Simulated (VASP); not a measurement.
Runs of VASP 6.6.1 on SrCl2. The structure is that of space group Fm-3m (No. 225), or close to it. The cells are those of the table. 

```tsv
cell	gap on the mesh (eV)	pressure (GPa)
a = 4.832, b = 4.832, c = 4.732 Å, angles 60.7, 60.7, 58.6°, 3 atoms	4.97	0.5
a = 4.732 Å, angles 60.0°, 3 atoms	(c)	2.6
a = 4.535 Å, angles 60.0°, 3 atoms	(d)	11.9
a = 4.635, b = 4.635, c = 4.535 Å, angles 60.7, 60.7, 58.6°, 3 atoms	4.78	(a)
a = 5.324 Å, angles 60.0°, 3 atoms	4.09	-6.7
a = 5.126 Å, angles 60.0°, 3 atoms	(b)	-5.4
```

Alike in all rows: task single point; level LDA; potentials or basis VASP PAW LDA potentials, release 64 (Sr_sv, Cl); no spin polarisation; k mesh 6 × 6 × 6; cutoff (eV) 520; smearing gaussian 0.05 eV.

Question: Estimate the missing entries.

Answer: (a) 8.3; (b) 4.47; (c) 5.05; (d) 4.87.

Caveats: the cell stands under pressure (at least some runs); the cell stands under tension (at least some runs).

A k mesh can miss the band edges, and the runs leave out spin-orbit coupling on Sr.
